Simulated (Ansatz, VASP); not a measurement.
Given: the input of a run of VASP 6.6.1 on PtSe2.

The input POSCAR:

```
PtSe2
1.0
    3.7240000000      0.0000000000      0.0000000000
   -1.8620000000      3.2250786037      0.0000000000
    0.0000000000      0.0000000000      5.0620000000
Pt Se
1 2
Direct
    0.0000000000      0.0000000000      0.0000000000
    0.6666666667      0.3333333333      0.7500000000
    0.3333333333      0.6666666667      0.2500000000
```

File INCAR.step1:

```
SYSTEM = PtSe2
PREC = Accurate ; ENCUT = 520
EDIFF = 1E-5 ; ISMEAR = -1
SIGMA = 0.05 ; LREAL = .FALSE.
LASPH = .TRUE. ; NELM = 80
ALGO = Normal ; ISIF = 2
LWAVE = .TRUE. ; LCHARG = .FALSE.
NBANDS = 18 ; GGA = PE
```

INCAR.step2

```
SYSTEM = PtSe2
PREC = Accurate ; ENCUT = 520
EDIFF = 1E-6 ; ISMEAR = -1
SIGMA = 0.05 ; LREAL = .FALSE.
LASPH = .TRUE. ; NELM = 80
ALGO = Normal ; ISIF = 2
LWAVE = .FALSE. ; LCHARG = .FALSE.
GGA = PE ; LHFCALC = .TRUE.
AEXX = 0.1 ; HFSCREEN = 0.2078699
PRECFOCK = Normal ; NBANDS = 18
ISTART = 1
```

KPOINTS

```
Automatic mesh
0
G
  5 5 3
  0 0 0
```

Potentials or basis: VASP PAW PBE potentials, release 64 (Pt, Se).

Command:

```bash
$ cat potpaw_PBE.64/Pt/POTCAR potpaw_PBE.64/Se/POTCAR > POTCAR
$ cp INCAR.step1 INCAR
$ mpirun -np 1 vasp_std > vasp.out
$ cp INCAR.step2 INCAR
$ mpirun -np 1 vasp_std > vasp.out
```

Translate it to Ansatz 0.2.0. Potentials there: Ansatz PAW.

As run (the cutoff follows the program's own potentials):

File input.yaml:

```yaml
crystal:
  lattice:
    - [3.724, 0.0, 0.0]
    - [-1.862, 3.2250786037, 0.0]
    - [0.0, 0.0, 5.062]
  atoms:
    - { symbol: Pt, position: [0.0, 0.0, 0.0] }
    - { symbol: Se, position: [0.6666666667, 0.3333333333, 0.75] }
    - { symbol: Se, position: [0.3333333333, 0.6666666667, 0.25] }
hamiltonian:
  xc:
    exchange: pbe
    correlation: pbe
    exx: { coeff: 0.1, omega: 0.2078699 }
  pseudopotentials: { kind: paw }
kpoints:
  mp_grid: { grid: [5, 5, 3] }
scf:
  occupations: { method: fermi_dirac, width: 0.05 }
output:
  forces: true
  stress: true
  eigenvalues: true
```

Potentials or basis: Ansatz PAW.

Run with:

```bash
$ ansatz run input.yaml --threads 2 --pin off --max-ram 5632MiB --backend cpu --events-out ev --progress --plain --runs-dir out
```

Both were run:

|  | VASP | Ansatz | Ansatz less VASP |
| --- | --- | --- | --- |
| gap on the k mesh at the Fermi level (eV) | none | none | - |
| pressure (GPa) | 5.3 | 5.4 | +0.10 |
| traceless stress, the component that is largest in VASP (GPa) | -1.08 | -1.08 | -0.009 |
| rms of the force components (eV/Å) | 0.162 | 0.161 | -0.0010 |

VASP's potentials were made for PBE, not for PBE-based screened hybrid. Atom by atom the forces differ by 0.001 eV/Å (rms over components). A gap of «none» marks a metal or a gap that the smearing closes. VASP's potentials hold 22 valence electrons a cell and Ansatz's 50, so a difference there can come from the potentials and not from the codes.

The k mesh is coarse, so the values compare programs but aren't converged. Spin-orbit coupling is off throughout.
